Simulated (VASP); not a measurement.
Runs of VASP 6.6.1 on Mg. The structure is that of space group P6_3/mmc (No. 194), or close to it. The cells are those of the table. 

| task | cell | gap on the mesh (eV) | pressure (GPa) | largest force (eV/Å) |
| --- | --- | --- | --- | --- |
| electric field gradients | a = 3.113, b = 3.113, c = 5.210 Å, angles 90.0, 90.0, 120.0°, 2 atoms | none | (a) | - |
| electric field gradients | a = 3.145, b = 3.145, c = 5.210 Å, angles 90.0, 90.0, 120.0°, 2 atoms | none | 0.3 | - |
| electric field gradients | a = 3.210, b = 3.237, c = 5.211 Å, angles 90.4, 91.1, 120.9°, 2 atoms | none | -1.1 | (b) |
| electric field gradients | a = 3.209, b = 3.209, c = 5.054 Å, angles 90.0, 90.0, 120.0°, 2 atoms | none | -0.1 | - |
| electric field gradients | a = 3.199, b = 3.199, c = 5.193 Å, angles 90.0, 90.0, 120.0°, 2 atoms | none | -0.8 | - |
| single point | a = 3.231, b = 3.231, c = 5.245 Å, angles 90.0, 90.0, 120.0°, 2 atoms | none | -1.8 | - |
| single point | a = 3.199, b = 3.199, c = 5.193 Å, angles 90.0, 90.0, 120.0°, 2 atoms | none | -0.8 | - |
| single point | a = 3.209, b = 3.209, c = 5.054 Å, angles 90.0, 90.0, 120.0°, 2 atoms | none | -0.1 | - |
| single point | a = 3.272, b = 3.272, c = 5.313 Å, angles 90.0, 90.0, 120.0°, 2 atoms | none | -2.9 | - |
| single point | a = 3.209, b = 3.209, c = 5.106 Å, angles 90.0, 90.0, 120.0°, 2 atoms | none | -0.5 | - |
| electric field gradients | a = 3.210, b = 3.182, c = 5.211 Å, angles 89.6, 88.8, 119.1°, 2 atoms | none | -1.1 | 0.01 |
| single point | a = 3.145, b = 3.145, c = 5.210 Å, angles 90.0, 90.0, 120.0°, 2 atoms | none | 0.3 | - |

Alike in all rows: level PBEsol; potentials or basis VASP PAW PBE potentials, release 64 (Mg); no spin polarisation; k mesh 12 × 12 × 7; cutoff (eV) 520; smearing fermi-dirac 0.08 eV.

Q: Fill in the values left out.

A: (a) 1.2; (b) 0.02.

Caveats: the PAW data sets were made with another functional, which shifts forces and pressure a little.

A gap of «none» marks levels without a gap at the run's occupations.
